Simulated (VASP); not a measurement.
Write the native input for VASP 6.6.1 that does the following.

* Task: relaxation of cell and atoms
* Functional: PBEsol
* Potentials or basis: VASP PAW PBE potentials, release 64 (Pb_d, F)
* Cutoff: 600 eV
* k mesh: 8 × 8 × 8
* Occupations: fermi-dirac, width 0.05 eV
* Spin: no spin polarisation
* Dipole correction: no
* Further INCAR settings: ALGO = Normal; EDIFF = 1e-06; IBRION = 2; EDIFFG = -0.01; NSW = 60; ISIF = 3

The structure of PbF2 lies in POSCAR:

```
PbF2
1.0
    0.0000000000      2.9636600000      2.9636600000
    2.9636600000      0.0000000000      2.9636600000
    2.9636600000      2.9636600000      0.0000000000
Pb F
1 2
Direct
    0.0000000000      0.0000000000      0.0000000000
    0.7500000000      0.7500000000      0.7500000000
    0.2500000000      0.2500000000      0.2500000000
```

These files were run (other wordings do the same):

INCAR

```
PREC = Accurate
ENCUT = 600
EDIFF = 1E-6
ISMEAR = -1
SIGMA = 0.05
LREAL = False
LASPH = True
NELM = 80
ALGO = Normal
ISIF = 3
LWAVE = False
LCHARG = False
GGA = PS
IBRION = 2
NSW = 60
EDIFFG = -0.01
```

KPOINTS

```
regular mesh
0
Gamma
  8 8 8
```

Potentials or basis: VASP PAW PBE potentials, release 64 (Pb_d, F).

Run with:

```bash
$ cat potpaw_PBE.64/Pb_d/POTCAR potpaw_PBE.64/F/POTCAR > POTCAR
$ mpirun -np 1 vasp_std > vasp.out
```

Results of the run:

```yaml
Relaxed_volume: 17.05 Å³/atom
Relaxed_cell: a = 4.167 Å, b = 4.167 Å, c = 4.167 Å, α = 60.00°, β = 60.00°, γ = 60.00°
Space_group_after_relaxing_to_0.1_Å: Fm-3m (No. 225)
Energy_gained_by_relaxing: 1.3 meV/atom
Ionic_steps: 3
Pressure_after_relaxing: 0.0 GPa
Band_gap_on_the_k_mesh: 4.30 eV (least direct gap 4.45 eV)
```

Caveat: the PAW data sets were made with another functional, which shifts forces and pressure a little; spin-orbit coupling is left out, which moves the levels of the heavy elements.

It took 35 s on 1 thread of Intel(R) Xeon(R) 6975P-C (Granite Rapids) (shared host), peak memory 0.21 GiB.
